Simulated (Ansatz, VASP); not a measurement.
SiGe2 in VASP and in Ansatz

```
CELL_PARAMETERS angstrom
-0.00050 -4.02726 -0.00009
8.04310 0.00099 0.00063
-2.01207 2.01583 8.36972
ATOMIC_POSITIONS crystal
Si 0.46100 0.35548 0.42191
Si 0.46104 0.85548 0.42191
Si 0.53912 0.14454 0.57808
Si 0.53893 0.64455 0.57809
Ge 0.87902 0.31449 0.25803
Ge 0.87905 0.81449 0.25802
Ge 0.79271 0.02139 0.08565
Ge 0.79293 0.52140 0.08567
Ge 0.12110 0.18551 0.74197
Ge 0.12090 0.68549 0.74199
Ge 0.20721 0.47859 0.91434
Ge 0.20700 0.97859 0.91433
```

Change from the starting cell: cell x2, atoms moved at random (sigma 0.1 Å) and cell strained at random (1.5 %), then relaxed without symmetry.

Alike in both runs: functional PBE; k mesh 4 × 2 × 4; occupations gaussian, width 0.1 eV; no spin polarisation.

Ansatz relaxed the structure, and its values are those at the end. VASP's run is a single point on that final structure, the one shown.

```csv
,VASP,Ansatz
version,VASP 6.6.1,Ansatz 0.2.0
potentials or method,"VASP PAW PBE potentials, release 64 (Si, Ge_d), cutoff 520 eV","scalar-relativistic, plane waves, PAW"
valence electrons in the cell,128,128
```

Ansatz gave:

```
gap on the k mesh at the Fermi level (eV) : 0.33
least direct gap on the mesh (eV)         : 0.33
pressure (GPa)                            : 0.0
rms of the force components (eV/Å)        : 0.004
```

**Question.** What did VASP give for the same quantities?

**Answer.** gap on the k mesh at the Fermi level (eV): 0.34; least direct gap on the mesh (eV): 0.34; pressure (GPa): 0.0; rms of the force components (eV/Å): 0.004.
